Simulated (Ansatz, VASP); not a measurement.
BiTe in VASP and in Ansatz

File INCAR:

```
SYSTEM = BiTe
PREC = Accurate
ENCUT = 520
EDIFF = 1E-7
ISMEAR = 0
SIGMA = 0.1
LREAL = .False.
LASPH = .True.
NELM = 80
ALGO = Fast
ISIF = 2
LWAVE = .False.
LCHARG = .False.
GGA = PS
NBANDS = 29
```

KPOINTS

```
Automatic mesh
0
Gamma
  12 12 8
  0 0 0
```

POSCAR

```
BiTe
1.0
    3.1971538295      3.1971538295      0.0000000000
   -3.1971538295      3.1971538295      0.0000000000
    0.0000000000      0.0000000000      6.3943076590
Bi Te
2 2
Direct
    0.0000000000      0.0000000000      0.0000000000
    0.5000000000      0.5000000000      0.5000000000
    0.5000000000      0.5000000000      0.0000000000
    0.0000000000      0.0000000000      0.5000000000
```

Input for Ansatz:

```yaml
crystal:
  lattice:
    - [3.1971538295, 3.1971538295, 0.0]
    - [-3.1971538295, 3.1971538295, 0.0]
    - [0.0, 0.0, 6.394307659]
  atoms:
    - { symbol: Bi, position: [0.0, 0.0, 0.0] }
    - { symbol: Bi, position: [0.5, 0.5, 0.5] }
    - { symbol: Te, position: [0.5, 0.5, 0.0] }
    - { symbol: Te, position: [0.0, 0.0, 0.5] }
basis:
  ecutwfc: 420
kpoints:
  mp_grid: { grid: [12, 12, 8] }
hamiltonian:
  xc: pbesol
scf:
  occupations: { method: gaussian, width: 0.1 }
output:
  forces: true
  stress: true
  eigenvalues: true
```

Alike in both runs: task single point; functional PBEsol; k mesh 12 × 12 × 8; occupations gaussian, width 0.1 eV; no spin polarisation.

|  | VASP | Ansatz |
| --- | --- | --- |
| version | VASP 6.6.1 | Ansatz 0.2.0 |
| potentials or method | VASP PAW PBE potentials, release 64 (Bi_d, Te), cutoff 520 eV | scalar-relativistic, plane waves, PAW |
| valence electrons in the cell | 42 | 62 |

```csv
,VASP,Ansatz,Ansatz less VASP
gap on the k mesh at the Fermi level (eV),none,none,-
pressure (GPa),0.0,0.0,+0.02
```

VASP's potentials were made for PBE, not for PBEsol. A gap of «none» marks a metal or a gap that the smearing closes. The functional is the same, so the differences come from potentials, cutoffs and numerics. VASP's potentials hold 42 valence electrons a cell and Ansatz's 62, so a difference there can come from the potentials and not from the codes.

Neither program's run includes spin-orbit coupling.
